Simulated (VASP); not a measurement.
A run of VASP 6.6.1:

The input INCAR:

```
SYSTEM = Ga2SnO4
ALGO = Normal ; EDIFF = 1E-6
ENCUT = 520 ; GGA = PE
ISIF = 2 ; ISMEAR = 0
LASPH = .True. ; LCHARG = .False.
LREAL = .False. ; LWAVE = .False.
NBANDS = 77 ; NELM = 100
PREC = Accurate ; SIGMA = 0.02
```

KPOINTS

```
k-points
0
Gamma
  6 6 6
  0 0 0
```

File POSCAR:

```
Ga2SnO4
1.0
    0.0000000000      4.4775041147      4.4775041147
    4.4775041147      0.0000000000      4.4775041147
    4.4775041147      4.4775041147      0.0000000000
Ga Sn O
4 2 8
Direct
    0.6250000000      0.6250000000      0.1250000000
    0.6250000000      0.6250000000      0.6250000000
    0.6250000000      0.1250000000      0.6250000000
    0.1250000000      0.6250000000      0.6250000000
    0.0000000000      0.0000000000      0.0000000000
    0.2500000000      0.2500000000      0.2500000000
    0.3957748449      0.3957748449      0.3957748449
    0.4373245347      0.8542251551      0.8542251551
    0.3957748449      0.3957748449      0.8126754653
    0.8542251551      0.4373245347      0.8542251551
    0.8542251551      0.8542251551      0.8542251551
    0.3957748449      0.8126754653      0.3957748449
    0.8542251551      0.8542251551      0.4373245347
    0.8126754653      0.3957748449      0.3957748449
```

Potentials or basis: VASP PAW PBE potentials, release 64 (Ga_d, Sn_d, O).

The run is started by

```bash
$ cat potpaw_PBE.64/Ga_d/POTCAR potpaw_PBE.64/Sn_d/POTCAR potpaw_PBE.64/O/POTCAR > POTCAR
$ mpirun -np 1 vasp_std > vasp.out
```

Hardware: 1 thread of Oxide Virtual Turin-like Processor, with other jobs on the host.

Question: How long does it take, and how much memory?

Answer: It took 7.8 min on 1 thread of Oxide Virtual Turin-like Processor, with other jobs on the host, peak memory 0.39 GiB. Counts: scf iterations 14, k points 16.
